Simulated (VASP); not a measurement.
# Ga2O3 (C2/m) in VASP: single point with PBE

Aim: the single point of Ga2O3 with PBE.

All numbers are computed with VASP 6.6.1; they aren't measurements. Logs are shortened: lines on timing, memory, paths and dates and some standing lists are left out, and cuts for length are marked.

### Step 1. The cell of the first run

It takes space group C2/m (No. 12, monoclinic). The conventional cell has a = 12.454 Å, b = 3.097 Å, c = 5.912 Å, α = 90.00°, β = 103.83°, γ = 90.00°. Ga (site symmetry m) has 4 O at 1.86 to 1.90 Å within 2.5 Å. Ga (site symmetry m) has 6 O at 1.97 to 2.12 Å within 2.6 Å. O (site symmetry m) has 3 Ga at 1.86 to 1.97 Å within 2.5 Å. Within 2.5 Å of O (site symmetry m) lie 4 Ga at 1.90 to 2.12 Å. O (site symmetry m) has 3 Ga at 1.86 to 1.97 Å within 2.5 Å.

### Step 2. Single point, PBE (11.07 Å³/atom)

INCAR reads:

```
SYSTEM = Ga2O3
PREC     = Accurate       ! precision mode
ENCUT    = 520            ! plane-wave cutoff, eV
EDIFF    = 1E-6           ! SCF threshold, eV
ISMEAR   = -1             ! smearing method
SIGMA    = 0.02           ! smearing width, eV
LREAL    = .False.        ! projectors in reciprocal space
LASPH    = .True.         ! aspherical terms in the spheres
NELM     = 60             ! most SCF steps
ALGO     = Normal         ! electronic algorithm
ISIF     = 2              ! what is computed and relaxed
LWAVE    = .False.        ! write WAVECAR
LCHARG   = .True.         ! write CHGCAR
GGA      = PE             ! functional
LELF     = .True.         ! ELF
LVHAR    = .True.       
NBANDS   = 55             ! bands
```

KPOINTS reads:

```
Automatic mesh
0
Gamma
  10 10 6
  0 0 0
```

POSCAR reads:

```
Ga2O3
1.0
    6.2267755065     -1.5483330515      0.0000000000
    6.2267755065      1.5483330515      0.0000000000
   -1.4131720500      0.0000000000      5.7404290996
Ga O
4 6
Direct
    0.0901422578      0.0901422578      0.7949772113
    0.9098577422      0.9098577422      0.2050227887
    0.6583245452      0.6583245452      0.3141203732
    0.3416754548      0.3416754548      0.6858796268
    0.1626718379      0.1626718379      0.1096958164
    0.8373281621      0.8373281621      0.8903041836
    0.1738433201      0.1738433201      0.5648709333
    0.8261566799      0.8261566799      0.4351290667
    0.4955811275      0.4955811275      0.2569477107
    0.5044188725      0.5044188725      0.7430522893
```

Potentials or basis: VASP PAW PBE potentials, release 64 (Ga_d, O).

The run is started by

```bash
cat potpaw_PBE.64/Ga_d/POTCAR potpaw_PBE.64/O/POTCAR > POTCAR
mpirun -np 1 vasp_std > vasp.out
```

OUTCAR:

```text
SYSTEM = Ga2O3
   PREC = Accurate
   ENCUT = 520
   EDIFF = 1E-6
   ISMEAR = -1
   LREAL = .False.
   LASPH = .True.
   NELM = 60
   ISIF = 2
   GGA = PE

 ion  position               nearest neighbor table
   1  0.090  0.090  0.795-   5 1.86  10 1.86  10 1.86   7 1.90
   2  0.910  0.910  0.205-   6 1.86   9 1.86   9 1.86   8 1.90
   3  0.658  0.658  0.314-   5 1.97   5 1.97   9 1.97   8 2.04   7 2.12   7 2.12
   4  0.342  0.342  0.686-   6 1.97   6 1.97  10 1.97   7 2.04   8 2.12   8 2.12
   5  0.163  0.163  0.110-   1 1.86   3 1.97   3 1.97
   6  0.837  0.837  0.890-   2 1.86   4 1.97   4 1.97
   7  0.174  0.174  0.565-   1 1.90   4 2.04   3 2.12   3 2.12
   8  0.826  0.826  0.435-   2 1.90   3 2.04   4 2.12   4 2.12
   9  0.496  0.496  0.257-   2 1.86   2 1.86   3 1.97
  10  0.504  0.504  0.743-   1 1.86   1 1.86   4 1.97

  LATTYP: Found a base centered monoclinic cell.
 ALAT       =    12.4535510130
 B/A-ratio  =     0.2486572785
 C/A-ratio  =     0.4747093499
 COS(beta)  =    -0.2390419096

  Lattice vectors:

 A1 = (   6.2267755065,  -1.5483330515,   0.0000000000)
 A2 = (   6.2267755065,   1.5483330515,   0.0000000000)
 A3 = (  -1.4131720500,   0.0000000000,   5.7404290996)

Analysis of symmetry for initial positions (statically):
=====================================================================
 Subroutine PRICEL returns:
 Original cell was already a primitive cell.

 Routine SETGRP: Setting up the symmetry group for a
 base centered monoclinic supercell.

 Subroutine GETGRP returns: Found  4 space group operations
 (whereof  4 operations were pure point group operations)
 out of a pool of  4 trial point group operations.

The static configuration has the point symmetry C_2h.

Analysis of symmetry for dynamics (positions and initial velocities):
=====================================================================
 Subroutine PRICEL returns:
 Original cell was already a primitive cell.

 Routine SETGRP: Setting up the symmetry group for a
 base centered monoclinic supercell.

 Subroutine GETGRP returns: Found  4 space group operations
 (whereof  4 operations were pure point group operations)
 out of a pool of  4 trial point group operations.

The dynamic configuration has the point symmetry C_2h.

 Subroutine INISYM returns: Found  4 space group operations
 (whereof  4 operations are pure point group operations),
 and found     1 'primitive' translations

----------------------------------------------------------------------------------------

                                     Primitive cell

  volume of cell :     110.6884

  direct lattice vectors                    reciprocal lattice vectors
     6.226775507 -1.548333052  0.000000000     0.080298382 -0.322927938  0.019767761
     6.226775507  1.548333052  0.000000000     0.080298382  0.322927938  0.019767761
    -1.413172050  0.000000000  5.740429100     0.000000000  0.000000000  0.174203005

  length of vectors
     6.416390609  6.416390609  5.911817106     0.333348238  0.333348238  0.174203005

  position of ions in fractional coordinates (direct lattice)
     0.090142258  0.090142258  0.794977211
     0.909857742  0.909857742  0.205022789
     0.658324545  0.658324545  0.314120373
     0.341675455  0.341675455  0.685879627
     0.162671838  0.162671838  0.109695816
     0.837328162  0.837328162  0.890304184
     0.173843320  0.173843320  0.564870933
     0.826156680  0.826156680  0.435129067
     0.495581128  0.495581128  0.256947711
     0.504418872  0.504418872  0.743052289

  ion indices of the primitive-cell ions
   primitive index   ion index
                 1           1
                 2           2
                 3           3
                 4           4
                 5           5
                 6           6
                 7           7
                 8           8
                 9           9
                10          10

----------------------------------------------------------------------------------------

 KPOINTS: Automatic mesh

Automatic generation of k-mesh.
 Grid dimensions read from file:
 generate k-points for:   10   10    6

 Generating k-lattice:

  Cartesian coordinates                     Fractional coordinates (reciprocal lattice)
     0.008029838 -0.032292794  0.001976776     0.100000000 -0.000000000  0.000000000
     0.008029838  0.032292794  0.001976776    -0.000000000  0.100000000  0.000000000
     0.000000000  0.000000000  0.029033834     0.000000000  0.000000000  0.166666667

  Length of vectors
     0.033334824  0.033334824  0.029033834

  Shift w.r.t. Gamma in fractional coordinates (k-lattice)
     0.000000000  0.000000000  0.000000000

 Subroutine IBZKPT returns following result:
 ===========================================

 Found    172 irreducible k-points:

 Following reciprocal coordinates:
            Coordinates               Weight
  0.000000  0.000000  0.000000      1.000000
  0.100000  0.000000  0.000000      4.000000
  0.200000  0.000000  0.000000      4.000000
  0.300000  0.000000  0.000000      4.000000
  0.400000  0.000000  0.000000      4.000000
  0.500000  0.000000  0.000000      2.000000
[... 16 lines left out ...]
  0.300000  0.300000  0.000000      2.000000
  0.400000  0.300000  0.000000      4.000000
 [... further k-points ...]
   k-points           NKPTS =    172   k-points in BZ     NKDIM =    172   number of bands    NBANDS=     55
   number of dos      NEDOS =    301   number of ions     NIONS =     10
   total plane-waves  NPLWV = 110592
   dimension x,y,z NGX =    48 NGY =   48 NGZ =   48
   dimension x,y,z NGXF=    96 NGYF=   96 NGZF=   96
   ions per type =               4   6
   NGX,Y,Z   is equivalent  to a cutoff of  12.44, 12.44, 13.50 a.u.
   NGXF,Y,Z  is equivalent  to a cutoff of  24.87, 24.87, 27.00 a.u.
 SYSTEM =  Ga2O3
   PREC   = accura    normal or accurate (medium, high low for compatibility)
   ISTART =      0    job   : 0-new  1-cont  2-samecut
   ICHARG =      2    charge: 1-file 2-atom 10-const
   ISPIN  =      1    spin polarized calculation?
   LNONCOLLINEAR =      F non collinear calculations
   LSORBIT =      F    spin-orbit coupling
   LASPH  =      T    aspherical Exc in radial PAW
   ENCUT  =  520.0 eV  38.22 Ry    6.18 a.u.  11.93 11.93 10.99*2*pi/ulx,y,z
   NELM   =     60;   NELMIN=  2; NELMDL= -5     # of ELM steps
   EDIFF  = 0.1E-05   stopping-criterion for ELM
   LREAL  =      F    real-space projection
[... 7 lines left out ...]
   TEBEG  =    0.0;   TEEND  =   0.0 temperature during run
   PSTRESS=    0.0 pullay stress
   NELECT =      88.0000    total number of electrons
   NUPDOWN=      -1.0000    fix difference up-down
   EMIN   =  10.00;   EMAX   =-10.00  energy-range for DOS
   EFERMI =   0.00;   METHOD = LEGACY
   ISMEAR =    -1;   SIGMA  =   0.02  broadening in eV -4-tet -1-fermi 0-gaus
   EFERMI_NEDOS =   21; number of points for ismear=-14 and -15
   IALGO  =     38    algorithm
   IMIX   =      4    mixing-type and parameters
     AMIX     =   0.40;   BMIX     =  1.00
     AMIX_MAG =   1.60;   BMIX_MAG =  1.00
  volume/ion in A,a.u.               =      11.07        74.70
  Fermi-wavevector in a.u.,A,eV,Ry     =   1.516591  2.865941 31.294047  2.300048
  Thomas-Fermi vector in A             =   2.625960
   LORBIT       =      0    0 simple, 1 ext, 2 COOP (PROOUT), +10 PAW based schemes
   GGA     = PE    functional components
   LHFCALC =     F    Hartree Fock is set to
   AEXX    =    0.0000 exact exchange contribution
   IVDW    =     0    specifies the selected vdW correction
   LEPSILON=     F    determine dielectric tensor
   LRPA    =     F    only Hartree local field effects (RPA)
 non-spin polarized calculation
  energy-cutoff  :      520.00
  volume of cell :      110.69
 maximum number of plane-waves:      3002
   NGX = 23   NGY = 23   NGZ = 21

 number of electron      87.9999987 magnetization

 Free energy of the ion-electron system (eV)
  ---------------------------------------------------
  ext. energy  EPLUGINS =         0.00000000
  ---------------------------------------------------
  free energy    TOTEN  =       -59.67732482 eV

  energy without entropy =      -59.67732482  energy(sigma->0) =      -59.67732482

 E-fermi :   3.7589     XC(G=0): -11.3208

 val. band max:        3.3491523313   @ k =   0.5000   0.4000   0.5000
 cond. band min:       5.2694922295   @ k =   0.0000   0.0000   0.0000
 fundamental gap:      1.9203398982
 Fermi energy:         3.7588853221

 k-point     1 :       0.0000    0.0000    0.0000
  band No.  band energies     occupation
      1     -15.2139      2.00000
      2     -14.1969      2.00000
      3     -14.1473      2.00000
      4     -14.0308      2.00000
      5     -13.6066      2.00000
      6     -13.5991      2.00000
[... 47 lines left out ...]
     54      15.2513      0.00000
     55      15.5241      0.00000

 k-point     2 :       0.1000    0.0000    0.0000
  band No.  band energies     occupation
      1     -15.1429      2.00000
      2     -14.1705      2.00000
      3     -14.1487      2.00000
      4     -13.9812      2.00000
      5     -13.6098      2.00000
      6     -13.6002      2.00000
[... 47 lines left out ...]
     54      14.6379      0.00000
     55      14.9467      0.00000

 k-point     3 :       0.2000    0.0000    0.0000
  band No.  band energies     occupation
      1     -14.9440      2.00000
      2     -14.1300      2.00000
      3     -14.0943      2.00000
      4     -13.8884      2.00000
      5     -13.6172      2.00000
      6     -13.6031      2.00000
[... 1152 lines left out ...]
 k-point    23 :       0.3000    0.3000    0.0000
  band No.  band energies     occupation
      1     -15.0668      2.00000
      2     -14.5184      2.00000
      3     -14.1834      2.00000
      4     -13.8331      2.00000
      5     -13.6164      2.00000
      6     -13.6003      2.00000
[... 47 lines left out ...]
     54      15.1519      0.00000
     55      15.3102      0.00000

 k-point    24 :       0.4000    0.3000    0.0000
  band No.  band energies     occupation
      1     -14.9553      2.00000
      2     -14.5475      2.00000
      3     -14.1526      2.00000
      4     -13.8045      2.00000
      5     -13.6181      2.00000
      6     -13.6021      2.00000
[... 47 lines left out ...]
     54      14.3269      0.00000
     55      15.5492      0.00000

 [... further k-points ...]
[... 5 lines left out ...]
  --------------------------------------------------------------------------------------
  -------------------------------------------------------------------------------------
  Total       -0.3752517     -0.6346931     -0.9278588      0.0000000      0.0000000      0.1306322
  in kB       -5.4316448     -9.1869728    -13.4304488      0.0000000      0.0000000      1.8908585
  external PRESSURE =      -9.3496888 kB  Pullay stress =       0.0000000 kB

 VOLUME and BASIS-vectors are now :
 -----------------------------------------------------------------------------
  energy-cutoff  :      520.00
  volume of cell :      110.69
      direct lattice vectors                 reciprocal lattice vectors
     6.226775507 -1.548333052  0.000000000     0.080298382 -0.322927938  0.019767761
     6.226775507  1.548333052  0.000000000     0.080298382  0.322927938  0.019767761
    -1.413172050  0.000000000  5.740429100     0.000000000  0.000000000  0.174203005

 POSITION                                       TOTAL-FORCE (eV/Angst)
 -----------------------------------------------------------------------------------
     -0.00085      0.00000      4.56351         0.006201      0.000000      0.008130
     11.04123      0.00000      1.17692        -0.006201      0.000000     -0.008130
      7.75457      0.00000      1.80319        -0.010279      0.000000      0.000133
      3.28581      0.00000      3.93724         0.010279      0.000000     -0.000133
      1.87082      0.00000      0.62970         0.020222      0.000000     -0.014420
      9.16956      0.00000      5.11073        -0.020222      0.000000      0.014420
      1.36671      0.00000      3.24260        -0.011931      0.000000     -0.007097
      9.67367      0.00000      2.49783         0.011931      0.000000      0.007097
      5.80863      0.00000      1.47499        -0.000523      0.000000      0.003813
      5.23175      0.00000      4.26544         0.000523      0.000000     -0.003813
 -----------------------------------------------------------------------------------
    total drift:                                0.000000      0.000000     -0.000000

  FREE ENERGIE OF THE ION-ELECTRON SYSTEM (eV)
  ---------------------------------------------------
  free  energy   TOTEN  =       -59.6773248188 eV

  energy  without entropy=      -59.6773248188  energy(sigma->0) =      -59.67732482
```

Wall time 55 min (1 thread of Oxide Virtual Turin-like, shared host); peak memory 0.81 GiB.

Results:

* Free energy: -59.6773 eV
* Pressure: -0.9 GPa
* Largest force: 0.025 eV/Å
* Band gap on the k mesh: 1.92 eV (least direct gap 1.95 eV)

Forces in eV/Å, atoms in the order of the input:
```
Ga   0.006  0.000  0.008
Ga  -0.006  0.000 -0.008
Ga  -0.010  0.000  0.000
Ga   0.010  0.000  0.000
O    0.020  0.000 -0.014
O   -0.020  0.000  0.014
O   -0.012  0.000 -0.007
O    0.012  0.000  0.007
O   -0.001  0.000  0.004
O    0.001  0.000 -0.004
```

Stress tensor (GPa, compression positive):
```
-0.54  0.00  0.19
 0.00 -0.92  0.00
 0.19  0.00 -1.34
```

Levels at points of the mesh, in eV from the valence-band top:
| k point | band 41 | band 42 | band 43 | band 44 | band 45 | band 46 | band 47 | band 48 |
| --- | --- | --- | --- | --- | --- | --- | --- | --- |
| (0.00, 0.00, 0.00) | -0.65 | -0.45 | -0.28 | -0.03 | 1.92 | 5.30 | 6.19 | 6.42 |
| (0.50, 0.00, 0.00) | -0.78 | -0.69 | -0.46 | -0.12 | 5.29 | 6.03 | 6.71 | 6.93 |
| (0.50, 0.50, 0.00) | -0.69 | -0.67 | -0.42 | -0.15 | 4.11 | 4.34 | 5.59 | 6.07 |
| (0.00, 0.00, 0.50) | -0.63 | -0.57 | -0.54 | -0.29 | 4.27 | 4.47 | 6.20 | 6.75 |
| (0.50, 0.00, 0.50) | -1.04 | -0.95 | -0.69 | -0.60 | 6.38 | 6.44 | 7.37 | 7.52 |
| (0.50, 0.50, 0.50) | -0.65 | -0.62 | -0.58 | -0.01 | 4.66 | 4.91 | 5.74 | 6.02 |
